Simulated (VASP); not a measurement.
# InSe in VASP: a series of runs, part 2 of 2

VASP 6.6.1.

## 5. Single point, PBE+D3(BJ)

The COD entry that gives the cell may itself be a prediction, so a difference from it is no test against experiment.

INCAR

```
  ALGO = Normal
  DIPOL = 0.5 0.5 0.500
  EDIFF = 1E-6
  ENCUT = 520
  GGA = PE
  IDIPOL = 3
  ISIF = 2
  ISMEAR = 0
  IVDW = 12
  LASPH = True
  LCHARG = False
  LDIPOL = True
  LREAL = False
  LWAVE = False
  NBANDS = 27
  NELM = 100
  PREC = Accurate
  SIGMA = 0.02
```

KPOINTS

```
k-points
0
Gamma
  9 9 1
```

POSCAR

```
InSe
1.0
    3.8920000000      0.0000000000      0.0000000000
   -1.9460000000      3.3705708715      0.0000000000
    0.0000000000      0.0000000000     36.7211901288
Se In
2 2
Direct
    0.0000000000      0.0000000000      0.4266497246
    0.0000000000      0.0000000000      0.5733225307
    0.6666666667      0.3333333333      0.4619327665
    0.6666666667      0.3333333333      0.5380395423
```

Run with:

```sh
cat potpaw_PBE.64/Se/POTCAR potpaw_PBE.64/In_d/POTCAR > POTCAR
mpirun -np 1 vasp_std > vasp.out
```

Wall time 2.5 min (1 thread of AMD EPYC 9R45 (Zen 5), shared host); peak memory 0.56 GiB.

Results (log left out):

| Item | Value |
| --- | --- |
| Free energy | -14.9738 eV |
| Largest force | 0.607 eV/Å |
| Band gap on the k mesh | 2.03 eV, indirect (least direct gap 2.15 eV) |
| Dispersion energy per atom | -0.238 eV |

Forces in eV/Å, atoms in the order of the input:
```
Se   0.000  0.000 -0.581
Se   0.000  0.000  0.581
In   0.000  0.000  0.607
In   0.000  0.000 -0.607
```

Levels at points of the mesh, in eV from the valence-band top:
```tsv
k point	band 16	band 17	band 18	band 19	band 20	band 21	band 22	band 23
(0.00, 0.00, 0.00)	-0.24	-0.17	-0.17	-0.11	2.03	3.28	5.56	5.56
```

Caveat: spin-orbit coupling is left out, which moves the levels of the heavy elements.

## 6. Single point, PBE+D3(BJ)

INCAR

```
SYSTEM = InSe
PREC     = Accurate       ! precision mode
ENCUT    = 520            ! plane-wave cutoff, eV
EDIFF    = 1E-6           ! SCF threshold, eV
ISMEAR   = 0              ! smearing method
SIGMA    = 0.02           ! smearing width, eV
LREAL    = .FALSE.        ! projectors in reciprocal space
LASPH    = .TRUE.         ! aspherical terms in the spheres
NELM     = 80             ! most SCF steps
ALGO     = Normal         ! electronic algorithm
ISIF     = 2              ! what is computed and relaxed
LWAVE    = .FALSE.        ! write WAVECAR
LCHARG   = .FALSE.        ! write CHGCAR
LDIPOL   = .TRUE.       
IDIPOL   = 3            
DIPOL    = 0.5 0.5 0.500
GGA      = PE             ! functional
IVDW     = 12             ! dispersion correction
NBANDS   = 27             ! bands
```

KPOINTS

```
Automatic mesh
0
G
  9 9 1
  0 0 0
```

POSCAR

```
InSe
1.0
    3.8920000000      0.0000000000      0.0000000000
   -1.9460000000      3.3705708715      0.0000000000
    0.0000000000      0.0000000000     36.7211901288
Se In
2 2
Direct
    0.0000000000      0.0000000000      0.4234771694
    0.0000000000      0.0000000000      0.5764950858
    0.6666666667      0.3333333333      0.4602865666
    0.6666666667      0.3333333333      0.5396857446
```

Potentials or basis: VASP PAW PBE potentials, release 64 (Se, In_d).

Run with:

```sh
cat potpaw_PBE.64/Se/POTCAR potpaw_PBE.64/In_d/POTCAR > POTCAR
mpirun -np 1 vasp_std > vasp.out
```

OUTCAR:

```text
SYSTEM = InSe
   PREC = Accurate
   ENCUT = 520
   EDIFF = 1E-6
   ISMEAR = 0
   LREAL = .FALSE.
   LASPH = .TRUE.
   NELM = 80
   ISIF = 2
   GGA = PE
   IVDW = 12
 IVDW          = 12

 ion  position               nearest neighbor table
   1  0.000  0.000  0.423-   3 2.62   3 2.62   3 2.62
   2  0.000  0.000  0.576-   4 2.62   4 2.62   4 2.62
   3  0.667  0.333  0.460-   1 2.62   1 2.62   1 2.62   4 2.92
   4  0.667  0.333  0.540-   2 2.62   2 2.62   2 2.62   3 2.92

  LATTYP: Found a hexagonal cell.
[... 557 lines left out ...]
  Direction    XX          YY          ZZ          XY          YZ          ZX
  --------------------------------------------------------------------------------------
  -------------------------------------------------------------------------------------
  Total       2.49866     2.49866    -1.25005    -0.00000     0.00000    -0.00000
  in kB       8.31045     8.31045    -4.15762    -0.00000     0.00000    -0.00000
  external pressure =        4.15 kB  Pullay stress =        0.00 kB

 VOLUME and BASIS-vectors are now :
 -----------------------------------------------------------------------------
  energy-cutoff  :      520.00
  volume of cell :      481.72
      direct lattice vectors                 reciprocal lattice vectors
     3.892000000  0.000000000  0.000000000     0.256937307  0.148342824  0.000000000
    -1.946000000  3.370570872  0.000000000     0.000000000  0.296685647  0.000000000
     0.000000000  0.000000000 36.721190129     0.000000000  0.000000000  0.027232233

 POSITION                                       TOTAL-FORCE (eV/Angst)
 -----------------------------------------------------------------------------------
      0.00000      0.00000     15.55059        -0.000000     -0.000000     -0.135485
      0.00000      0.00000     21.16959        -0.000000     -0.000000      0.135485
      1.94600      1.12352     16.90227         0.000000      0.000000      0.683353
      1.94600      1.12352     19.81790         0.000000     -0.000000     -0.683353
 -----------------------------------------------------------------------------------
    total drift:                               -0.000000      0.000000     -0.001578

  FREE ENERGIE OF THE ION-ELECTRON SYSTEM (eV)
  ---------------------------------------------------
  free  energy   TOTEN  =       -14.9766633219 eV

  energy  without entropy=      -14.9766633219  energy(sigma->0) =      -14.97666332

 vacuum level on the upper side and lower side of the slab         2.230         2.230
```

OSZICAR:

```text
N       E                     dE             d eps       ncg     rms          rms(c)
DAV:   1     0.296156215226E+03    0.29616E+03   -0.14484E+04   728   0.106E+03
DAV:   2     0.190255633819E+02   -0.27713E+03   -0.27172E+03   796   0.266E+02
DAV:   3    -0.133276132203E+02   -0.32353E+02   -0.32148E+02   818   0.114E+02
[... 14 lines left out ...]
DAV:  18    -0.140485083967E+02   -0.13890E-04   -0.34059E-07   593   0.233E-03    0.161E-03
DAV:  19    -0.140485167434E+02   -0.83467E-05   -0.12908E-07   595   0.161E-03    0.523E-04
DAV:  20    -0.140485206464E+02   -0.39030E-05   -0.13923E-07   561   0.107E-03    0.422E-04
DAV:  21    -0.140485227340E+02   -0.20876E-05   -0.51635E-08   544   0.919E-04    0.180E-04
DAV:  22    -0.140485230680E+02   -0.33396E-06   -0.44862E-09   527   0.400E-04
   1 F= -.14976663E+02 E0= -.14976663E+02  d E =-.344217E-13
```

stdout:

```text
POSCAR found type information on POSCAR SeIn
 POSCAR found :  2 types and       4 ions
 scaLAPACK will be used
 LDA part: xc-table for (Slater+PW92), standard interpolation
 POSCAR, INCAR and KPOINTS ok, starting setup
 FFT: planning ... GRIDC
 FFT: planning ... GRID_SOFT
 FFT: planning ... GRID
 WAVECAR not read
 entering main loop
```

Run time: 2.5 min. Hardware: 1 thread of AMD EPYC 9R45 (Zen 5), shared host; peak memory 0.56 GiB.

Results:

| Item | Value |
| --- | --- |
| Free energy | -14.9767 eV |
| Largest force | 0.683 eV/Å |
| Band gap on the k mesh | 2.01 eV, direct |
| Dispersion energy per atom | -0.232 eV |

Forces in eV/Å, atoms in the order of the input:
```
Se   0.000  0.000 -0.135
Se   0.000  0.000  0.135
In   0.000  0.000  0.683
In   0.000  0.000 -0.683
```

Caveat: spin-orbit coupling is left out, which moves the levels of the heavy elements.
